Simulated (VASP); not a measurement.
Write the native input for VASP 6.6.1 that does the following.

```
Task                   : single point
Functional             : PBE
Potentials or basis    : VASP PAW PBE potentials, release 64 (Zn)
Cutoff                 : 520 eV
k mesh                 : 18 × 18 × 8
Occupations            : fermi-dirac, width 0.03 eV
Spin                   : no spin polarisation
Dipole correction      : no
Further INCAR settings : ALGO = Normal; EDIFF = 1e-07; NBANDS = 19
```

The structure of Zn lies in POSCAR:

```
Zn
1.0
    2.6918525343      0.0000000000      0.0000000000
   -1.3459262671      2.3312126779      0.0000000000
    0.0000000000      0.0000000000      4.8477660000
Zn
2
Direct
    0.3333333333      0.6666666667      0.2500000000
    0.6666666667      0.3333333333      0.7500000000
```

This cell differs from its parent crystal: z stretched by -2 % at fixed volume.

The input as run:

INCAR

```
SYSTEM = Zn
PREC = Accurate
ENCUT = 520
EDIFF = 1E-7
ISMEAR = -1
SIGMA = 0.03
LREAL = .FALSE.
LASPH = .TRUE.
NELM = 60
ALGO = Normal
ISIF = 2
LWAVE = .FALSE.
LCHARG = .FALSE.
GGA = PE
NBANDS = 19
```

KPOINTS

```
Automatic mesh
0
G
  18 18 8
  0 0 0
```

Potentials or basis: VASP PAW PBE potentials, release 64 (Zn).

Run with:

```console
$ cat potpaw_PBE.64/Zn/POTCAR > POTCAR
$ mpirun -np 1 vasp_std > vasp.out
```

Results of the run:

| Quantity | Value |
| --- | --- |
| Pressure | -0.4 GPa |
| Band gap on the k mesh | zero (bands 12 and 13 overlap by 4.12 eV) |

It took 120 s on 1 thread of Intel Xeon 8259CL (shared host), peak memory 0.2 GiB.
